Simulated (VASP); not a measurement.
# C (P-3m1) in VASP: a series of runs, part 2 of 2

VASP 6.6.1.

## (3) Single point, PBE (the distance across one plane changed)

File INCAR:

```
  ALGO = Normal
  EDIFF = 1E-6
  ENCUT = 520
  GGA = PE
  ISIF = 2
  ISMEAR = 0
  LASPH = T
  LCHARG = F
  LREAL = F
  LWAVE = F
  NBANDS = 36
  NELM = 60
  PREC = Accurate
  SIGMA = 0.05
```

File KPOINTS:

```
k-points
0
Gamma
  10 10 2
```

File POSCAR:

```
C
1.0
    1.7857375322     -1.7857375322      0.0000000000
    1.7857375322      0.0000000000     -1.7857375322
    7.4316252634      7.4316252634      7.4316252634
C
12
Direct
    0.6666666667      0.6666666667      0.2603450824
    0.0000000000      0.0000000000      0.1001524400
    0.3333333333      0.3333333333      0.4205377248
    0.6666666667      0.6666666667      0.7409230095
    1.0000000000      1.0000000000      0.5807303672
    0.3333333333      0.3333333333      0.9011156519
    0.6666666667      0.6666666667      0.3804895642
    1.0000000000      1.0000000000      0.2202969218
    0.3333333333      0.3333333333      0.5406822066
    0.6666666667      0.6666666667      0.8610674913
    0.0000000000      0.0000000000      0.7008748489
    0.3333333333      0.3333333333      0.0601042794
```

Potentials or basis: VASP PAW PBE potentials, release 64 (C).

On the command line:

```sh
> cat potpaw_PBE.64/C/POTCAR > POTCAR
> mpirun -np 1 vasp_std > vasp.out
```

OUTCAR:

```text
EDIFF = 1E-6
   ENCUT = 520
   GGA = PE
   ISIF = 2
   ISMEAR = 0
   LASPH = T
   LREAL = F
   NELM = 60
   PREC = Accurate

 ion  position               nearest neighbor table
   1  0.667  0.667  0.260-   8 1.55   8 1.55   8 1.55   7 1.55
   2  0.000  0.000  0.100-  12 1.55  12 1.55  12 1.55   8 1.55
   3  0.333  0.333  0.421-   7 1.55   7 1.55   9 1.55   7 1.55
   4  0.667  0.667  0.741-  11 1.55  11 1.55  11 1.55  10 1.55
   5  0.000  0.000  0.581-  11 1.55   9 1.55   9 1.55   9 1.55
   6  0.333  0.333  0.901-  10 1.55  10 1.55  10 1.55  12 2.05
   7  0.667  0.667  0.380-   3 1.55   3 1.55   1 1.55   3 1.55
   8  0.000  0.000  0.220-   1 1.55   1 1.55   1 1.55   2 1.55
   9  0.333  0.333  0.541-   5 1.55   5 1.55   5 1.55   3 1.55
  10  0.667  0.667  0.861-   6 1.55   6 1.55   4 1.55   6 1.55
  11  0.000  0.000  0.701-   5 1.55   4 1.55   4 1.55   4 1.55
  12  0.333  0.333  0.060-   2 1.55   2 1.55   2 1.55   6 2.05

  LATTYP: Found a hexagonal cell.
 ALAT       =     2.5254142369
[... 217 lines left out ...]
      5      -8.6623      2.00000
      6      -6.8439      2.00000
[... 925 lines left out ...]
     35      18.3887      0.00000
     36      19.3655      0.00000

 [... further k-points ...]

------------------------ aborting loop because EDIFF is reached ----------------------------------------

  FORCE on cell =-STRESS in cart. coord.  units (eV):
  Direction    XX          YY          ZZ          XY          YZ          ZX
  --------------------------------------------------------------------------------------
  -------------------------------------------------------------------------------------
  Total       -2.9768847     -2.9768847     -2.9768847     -2.6737777     -2.6737777     -2.6737777
  in kB      -67.0860589    -67.0860589    -67.0860589    -60.2553446    -60.2553446    -60.2553446
  external PRESSURE =     -67.0860589 kB  Pullay stress =       0.0000000 kB

 VOLUME and BASIS-vectors are now :
 -----------------------------------------------------------------------------
  energy-cutoff  :      520.00
  volume of cell :       71.10
      direct lattice vectors                 reciprocal lattice vectors
     1.785737532 -1.785737532  0.000000000     0.186664237 -0.373328473  0.186664237
     1.785737532  0.000000000 -1.785737532     0.186664237  0.186664237 -0.373328473
     7.431625263  7.431625263  7.431625263     0.044853356  0.044853356  0.044853356

 POSITION                                       TOTAL-FORCE (eV/Angst)
 -----------------------------------------------------------------------------------
      4.31577      0.74430      0.74430        -0.031623     -0.031623     -0.031623
      0.74430      0.74430      0.74430        -1.279722     -1.279722     -1.279722
      4.31577      2.53003      2.53003        -0.003232     -0.003232     -0.003232
      7.88725      4.31577      4.31577        -0.136238     -0.136238     -0.136238
      4.31577      4.31577      4.31577        -0.009648     -0.009648     -0.009648
      7.88725      6.10151      6.10151         0.849227      0.849227      0.849227
      5.20864      1.63716      1.63716         0.009648      0.009648      0.009648
      1.63716      1.63716      1.63716         0.136238      0.136238      0.136238
      5.20864      3.42290      3.42290         0.003232      0.003232      0.003232
      8.78011      5.20864      5.20864         1.279722      1.279722      1.279722
      5.20864      5.20864      5.20864         0.031623      0.031623      0.031623
      1.63716     -0.14857     -0.14857        -0.849227     -0.849227     -0.849227
 -----------------------------------------------------------------------------------
    total drift:                               -0.000002     -0.000002     -0.000002

  FREE ENERGIE OF THE ION-ELECTRON SYSTEM (eV)
  ---------------------------------------------------
  free  energy   TOTEN  =      -107.7956524848 eV

  energy  without entropy=     -107.7956524848  energy(sigma->0) =     -107.79565248
```

OSZICAR:

```text
N       E                     dE             d eps       ncg     rms          rms(c)
DAV:   1     0.123241688322E+03    0.12324E+03   -0.25294E+04  2016   0.130E+03
DAV:   2    -0.102029258284E+03   -0.22527E+03   -0.21197E+03  2600   0.251E+02
DAV:   3    -0.111273372129E+03   -0.92441E+01   -0.91639E+01  2660   0.469E+01
DAV:   4    -0.111399753322E+03   -0.12638E+00   -0.12606E+00  2672   0.571E+00
DAV:   5    -0.111402537097E+03   -0.27838E-02   -0.27813E-02  2604   0.814E-01    0.133E+01
DAV:   6    -0.108676309434E+03    0.27262E+01   -0.19686E+00  2404   0.667E+00    0.789E+00
DAV:   7    -0.107789823695E+03    0.88649E+00   -0.22662E+00  2400   0.728E+00    0.168E+00
DAV:   8    -0.107795658751E+03   -0.58351E-02   -0.63501E-02  2524   0.131E+00    0.433E-01
DAV:   9    -0.107795557783E+03    0.10097E-03   -0.74163E-03  2576   0.470E-01    0.663E-02
DAV:  10    -0.107795597417E+03   -0.39634E-04   -0.39295E-04  2592   0.110E-01    0.356E-02
DAV:  11    -0.107795636871E+03   -0.39454E-04   -0.52893E-05  2744   0.479E-02    0.147E-02
DAV:  12    -0.107795652256E+03   -0.15385E-04   -0.21556E-05  2488   0.273E-02    0.545E-03
DAV:  13    -0.107795652485E+03   -0.22930E-06   -0.11290E-06  1944   0.824E-03
   1 F= -.10779565E+03 E0= -.10779565E+03  d E =-.795298E-20
```

stdout:

```text
POSCAR found type information on POSCAR C
 POSCAR found :  1 types and      12 ions
 scaLAPACK will be used
 LDA part: xc-table for (Slater+PW92), standard interpolation
 POSCAR, INCAR and KPOINTS ok, starting setup
 FFT: planning ... GRIDC
 FFT: planning ... GRID_SOFT
 FFT: planning ... GRID
 WAVECAR not read
 entering main loop
```

Run time: 2.2 min. Hardware: 1 thread of Intel Xeon 8259CL, shared host; peak memory 0.2 GiB.

What came out:

```
Free energy            : -107.7957 eV
Pressure               : -6.7 GPa
Largest force          : 2.217 eV/Å
Band gap on the k mesh : 2.99 eV (least direct gap 3.48 eV)
```

Forces on the atoms (eV/Å):
```
C   -0.032 -0.032 -0.032
C   -1.280 -1.280 -1.280
C   -0.003 -0.003 -0.003
C   -0.136 -0.136 -0.136
C   -0.010 -0.010 -0.010
C    0.849  0.849  0.849
C    0.010  0.010  0.010
C    0.136  0.136  0.136
C    0.003  0.003  0.003
C    1.280  1.280  1.280
C    0.032  0.032  0.032
C   -0.849 -0.849 -0.849
```

Caveat: the cell differs from its parent crystal (the distance across one plane changed); the cell stands under tension; forces of over 1 eV/Å act on the atoms, so gaps and moduli don't describe the material at rest.

## (4) Single point, PBE (the distance across one plane changed)

File INCAR:

```
PREC = Accurate
ENCUT = 520
EDIFF = 1E-6
ISMEAR = 0
SIGMA = 0.05
LREAL = False
LASPH = True
NELM = 80
ALGO = Normal
ISIF = 2
LWAVE = False
LCHARG = False
GGA = PE
NBANDS = 36
```

File KPOINTS:

```
Automatic mesh
0
Gamma
  10 10 2
```

File POSCAR:

```
C
1.0
    1.7857375322     -1.7857375322      0.0000000000
    1.7857375322      0.0000000000     -1.7857375322
    7.5759628307      7.5759628307      7.5759628307
C
12
Direct
    0.6666666667      0.6666666667      0.2553849768
    0.0000000000      0.0000000000      0.0982443315
    0.3333333333      0.3333333333      0.4125256221
    0.6666666667      0.6666666667      0.7268069127
    1.0000000000      1.0000000000      0.5696662674
    0.3333333333      0.3333333333      0.8839475581
    0.6666666667      0.6666666667      0.3732404608
    1.0000000000      1.0000000000      0.2160998154
    0.3333333333      0.3333333333      0.5303811061
    0.6666666667      0.6666666667      0.8446623967
    0.0000000000      0.0000000000      0.6875217514
    0.3333333333      0.3333333333      0.0589591701
```

On the command line:

```sh
> cat potpaw_PBE.64/C/POTCAR > POTCAR
> mpirun -np 1 vasp_std > vasp.out
```

Wall time 2.3 min (1 thread of Intel Xeon 8259CL, shared host); peak memory 0.2 GiB.

Results (log left out):

```yaml
Free_energy: -106.9688 eV
Pressure: -7.0 GPa
Largest_force: 2.864 eV/Å
Band_gap_on_the_k_mesh: 1.98 eV (least direct gap 2.60 eV)
```

Forces on the atoms (eV/Å):
```
C   -0.054 -0.054 -0.054
C   -1.654 -1.654 -1.654
C   -0.007 -0.007 -0.007
C   -0.213 -0.213 -0.213
C   -0.018 -0.018 -0.018
C    0.325  0.325  0.325
C    0.018  0.018  0.018
C    0.213  0.213  0.213
C    0.007  0.007  0.007
C    1.654  1.654  1.654
C    0.054  0.054  0.054
C   -0.325 -0.325 -0.325
```

Stress tensor (GPa, compression positive):
```
-7.02 -6.00 -6.00
-6.00 -7.02 -6.00
-6.00 -6.00 -7.02
```

Levels at points of the mesh, in eV from the valence-band top:
| k point | band 21 | band 22 | band 23 | band 24 | band 25 | band 26 | band 27 | band 28 |
| --- | --- | --- | --- | --- | --- | --- | --- | --- |
| (0.00, 0.00, 0.00) | -0.77 | -0.35 | -0.35 | 0.00 | 2.60 | 5.57 | 5.57 | 6.32 |
| (0.50, 0.00, 0.00) | -4.15 | -3.71 | -3.19 | -1.90 | 1.98 | 4.56 | 4.82 | 5.51 |
| (0.00, 0.00, 0.50) | -0.65 | -0.65 | -0.42 | -0.42 | 2.97 | 5.61 | 5.61 | 6.07 |
| (0.50, 0.00, 0.50) | -3.81 | -3.56 | -3.27 | -2.04 | 2.05 | 4.59 | 4.83 | 5.52 |

Caveat: the cell differs from its parent crystal (the distance across one plane changed); the cell stands under tension; forces of over 1 eV/Å act on the atoms, so gaps and moduli don't describe the material at rest. A k mesh can miss the band edges.

## (5) Single point, PBE (the distance across one plane changed)

File INCAR:

```
ALGO = Normal ; EDIFF = 1E-6
ENCUT = 520 ; GGA = PE
ISIF = 2 ; ISMEAR = 0
LASPH = T ; LCHARG = F
LREAL = F ; LWAVE = F
NBANDS = 36 ; NELM = 60
PREC = Accurate ; SIGMA = 0.05
```

File KPOINTS:

```
k-points
0
Gamma
  10 10 2
```

File POSCAR:

```
C
1.0
    1.7857375322     -1.7857375322      0.0000000000
    1.7857375322      0.0000000000     -1.7857375322
    7.7203003980      7.7203003980      7.7203003980
C
12
Direct
    0.6666666667      0.6666666667      0.2506103379
    0.0000000000      0.0000000000      0.0964075703
    0.3333333333      0.3333333333      0.4048131055
    0.6666666667      0.6666666667      0.7132186407
    1.0000000000      1.0000000000      0.5590158731
    0.3333333333      0.3333333333      0.8674214083
    0.6666666667      0.6666666667      0.3662624136
    1.0000000000      1.0000000000      0.2120596460
    0.3333333333      0.3333333333      0.5204651812
    0.6666666667      0.6666666667      0.8288707164
    0.0000000000      0.0000000000      0.6746679488
    0.3333333333      0.3333333333      0.0578568784
```

Potentials or basis: VASP PAW PBE potentials, release 64 (C).

On the command line:

```sh
> cat potpaw_PBE.64/C/POTCAR > POTCAR
> mpirun -np 1 vasp_std > vasp.out
```

OUTCAR:

```text
EDIFF = 1E-6
   ENCUT = 520
   GGA = PE
   ISIF = 2
   ISMEAR = 0
   LASPH = T
   LREAL = F
   NELM = 60
   PREC = Accurate

 ion  position               nearest neighbor table
   1  0.667  0.667  0.251-   8 1.55   7 1.55   8 1.55   8 1.55
   2  0.000  0.000  0.096-  12 1.55   8 1.55  12 1.55  12 1.55
   3  0.333  0.333  0.405-   7 1.55   7 1.55   9 1.55   7 1.55
   4  0.667  0.667  0.713-  11 1.55  10 1.55  11 1.55  11 1.55
   5  0.000  0.000  0.559-   9 1.55  11 1.55   9 1.55   9 1.55
   6  0.333  0.333  0.867-  10 1.55  10 1.55  10 1.55
   7  0.667  0.667  0.366-   3 1.55   3 1.55   1 1.55   3 1.55
   8  0.000  0.000  0.212-   1 1.55   2 1.55   1 1.55   1 1.55
   9  0.333  0.333  0.520-   5 1.55   3 1.55   5 1.55   5 1.55
  10  0.667  0.667  0.829-   6 1.55   6 1.55   4 1.55   6 1.55
  11  0.000  0.000  0.675-   4 1.55   5 1.55   4 1.55   4 1.55
  12  0.333  0.333  0.058-   2 1.55   2 1.55   2 1.55

  LATTYP: Found a hexagonal cell.
 ALAT       =     2.5254142369
 C/A-ratio  =     5.2949541282

  Lattice vectors:
[... 214 lines left out ...]
      5      -8.9309      2.00000
      6      -7.5724      2.00000
[... 925 lines left out ...]
     35      17.8002      0.00000
     36      18.6538      0.00000

 [... further k-points ...]

------------------------ aborting loop because EDIFF is reached ----------------------------------------

  FORCE on cell =-STRESS in cart. coord.  units (eV):
  Direction    XX          YY          ZZ          XY          YZ          ZX
  --------------------------------------------------------------------------------------
  -------------------------------------------------------------------------------------
  Total       -3.0657012     -3.0657012     -3.0657012     -2.5249324     -2.5249324     -2.5249324
  in kB      -66.5042962    -66.5042962    -66.5042962    -54.7733907    -54.7733907    -54.7733907
  external PRESSURE =     -66.5042962 kB  Pullay stress =       0.0000000 kB

 VOLUME and BASIS-vectors are now :
 -----------------------------------------------------------------------------
  energy-cutoff  :      520.00
  volume of cell :       73.86
      direct lattice vectors                 reciprocal lattice vectors
     1.785737532 -1.785737532  0.000000000     0.186664237 -0.373328473  0.186664237
     1.785737532  0.000000000 -1.785737532     0.186664237  0.186664237 -0.373328473
     7.720300398  7.720300398  7.720300398     0.043176213  0.043176213  0.043176213

 POSITION                                       TOTAL-FORCE (eV/Angst)
 -----------------------------------------------------------------------------------
      4.31577      0.74430      0.74430        -0.076940     -0.076940     -0.076940
      0.74430      0.74430      0.74430        -1.913429     -1.913429     -1.913429
      4.31577      2.53003      2.53003        -0.011282     -0.011282     -0.011282
      7.88725      4.31577      4.31577        -0.279537     -0.279537     -0.279537
      4.31577      4.31577      4.31577        -0.027066     -0.027066     -0.027066
      7.88725      6.10151      6.10151        -0.194457     -0.194457     -0.194457
      5.20864      1.63716      1.63716         0.027066      0.027066      0.027066
      1.63716      1.63716      1.63716         0.279537      0.279537      0.279537
      5.20864      3.42290      3.42290         0.011282      0.011282      0.011282
      8.78011      5.20864      5.20864         1.913429      1.913429      1.913429
      5.20864      5.20864      5.20864         0.076940      0.076940      0.076940
      1.63716     -0.14857     -0.14857         0.194457      0.194457      0.194457
 -----------------------------------------------------------------------------------
    total drift:                                0.000003      0.000003      0.000003

  FREE ENERGIE OF THE ION-ELECTRON SYSTEM (eV)
  ---------------------------------------------------
  free  energy   TOTEN  =      -106.2603202798 eV

  energy  without entropy=     -106.2603202798  energy(sigma->0) =     -106.26032028
```

OSZICAR:

```text
N       E                     dE             d eps       ncg     rms          rms(c)
DAV:   1     0.129154030818E+03    0.12915E+03   -0.25216E+04  2016   0.129E+03
DAV:   2    -0.998594131046E+02   -0.22901E+03   -0.21723E+03  2576   0.253E+02
DAV:   3    -0.109637049599E+03   -0.97776E+01   -0.96772E+01  2660   0.484E+01
DAV:   4    -0.109795908611E+03   -0.15886E+00   -0.15838E+00  2664   0.629E+00
DAV:   5    -0.109800125142E+03   -0.42165E-02   -0.42127E-02  2624   0.984E-01    0.132E+01
DAV:   6    -0.107116395219E+03    0.26837E+01   -0.20143E+00  2440   0.662E+00    0.782E+00
DAV:   7    -0.106253644520E+03    0.86275E+00   -0.22440E+00  2396   0.720E+00    0.167E+00
DAV:   8    -0.106260556040E+03   -0.69115E-02   -0.65657E-02  2588   0.132E+00    0.494E-01
DAV:   9    -0.106260251870E+03    0.30417E-03   -0.77599E-03  2512   0.476E-01    0.817E-02
DAV:  10    -0.106260269833E+03   -0.17963E-04   -0.35434E-04  2672   0.104E-01    0.323E-02
DAV:  11    -0.106260314638E+03   -0.44805E-04   -0.70308E-05  2580   0.508E-02    0.100E-02
DAV:  12    -0.106260319536E+03   -0.48975E-05   -0.88460E-06  2640   0.166E-02    0.493E-03
DAV:  13    -0.106260320280E+03   -0.74405E-06   -0.14074E-06  2056   0.108E-02
   1 F= -.10626032E+03 E0= -.10626032E+03  d E =-.458458E-13
```

It took 2.3 min on 1 thread of Intel Xeon 8259CL, shared host; peak memory 0.2 GiB.

What came out:

- Free energy: -106.2603 eV
- Pressure: -6.7 GPa
- Largest force: 3.314 eV/Å

Forces on the atoms (eV/Å):
```
C   -0.077 -0.077 -0.077
C   -1.913 -1.913 -1.913
C   -0.011 -0.011 -0.011
C   -0.280 -0.280 -0.280
C   -0.027 -0.027 -0.027
C   -0.194 -0.194 -0.194
C    0.027  0.027  0.027
C    0.280  0.280  0.280
C    0.011  0.011  0.011
C    1.913  1.913  1.913
C    0.077  0.077  0.077
C    0.194  0.194  0.194
```

Caveat: the cell differs from its parent crystal (the distance across one plane changed); the cell stands under tension; forces of over 1 eV/Å act on the atoms, so gaps and moduli don't describe the material at rest.

## (6) Overview

```csv
cell,gap on the mesh (eV),pressure (GPa),largest force (eV/Å)
"a = 2.525, b = 2.525, c = 12.072 Å, angles 90.0, 90.0, 60.0°, 12 atoms",3.90,20.3,14.24
"a = 2.525, b = 2.525, c = 12.872 Å, angles 90.0, 90.0, 60.0°, 12 atoms",2.99,-6.7,2.22
"a = 2.525, b = 2.525, c = 13.122 Å, angles 90.0, 90.0, 60.0°, 12 atoms",1.98,-7.0,2.86
"a = 2.525, b = 2.525, c = 13.372 Å, angles 90.0, 90.0, 60.0°, 12 atoms",-,-6.7,3.31
```

Alike in all rows: task single point; level PBE; potentials or basis VASP PAW PBE potentials, release 64 (C); no spin polarisation; k mesh 10 × 10 × 2; cutoff (eV) 520; smearing gaussian 0.05 eV.

Caveats: forces of over 1 eV/Å act on the atoms, so gaps and moduli don't describe the material at rest; the cell stands under tension (at least some runs); the cell stands under pressure (at least some runs).

Total energies depend on the potentials used, so only differences within one code and one set of settings carry meaning.
